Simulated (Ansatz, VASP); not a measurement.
One calculation of GaH3, two programs

```
Ga H
1.0
     2.51508   -2.87791    0.00000
     2.51508    2.87791    0.00000
     0.00000    0.00000    2.61513
Ga H
1 3
Direct
  0.00000 0.00000 0.00000
  0.32369 0.67631 0.00000
  0.67631 0.32369 0.00000
  0.50000 0.50000 0.00000
```

Alike in both runs: functional PBE; k mesh 12 × 12 × 18; occupations gaussian, width 0.1 eV; no spin polarisation.

Ansatz relaxed the structure, and its values are those at the end. VASP's run is a single point on that final structure, the one shown.

|  | VASP | Ansatz |
| --- | --- | --- |
| version | VASP 6.6.1 | Ansatz 0.2.0 |
| potentials or method | VASP PAW PBE potentials, release 64 (Ga_d, H), cutoff 520 eV | scalar-relativistic, plane waves, PAW |
| valence electrons in the cell | 16 | 16 |

|  | VASP | Ansatz | Ansatz less VASP |
| --- | --- | --- | --- |
| gap on the k mesh at the Fermi level (eV) | none | none | - |
| pressure (GPa) | -0.1 | 0.0 | +0.09 |
| rms of the force components (eV/Å) | 0.005 | 0.000 | -0.0050 |

A gap of «none» marks a metal or a gap that the smearing closes.
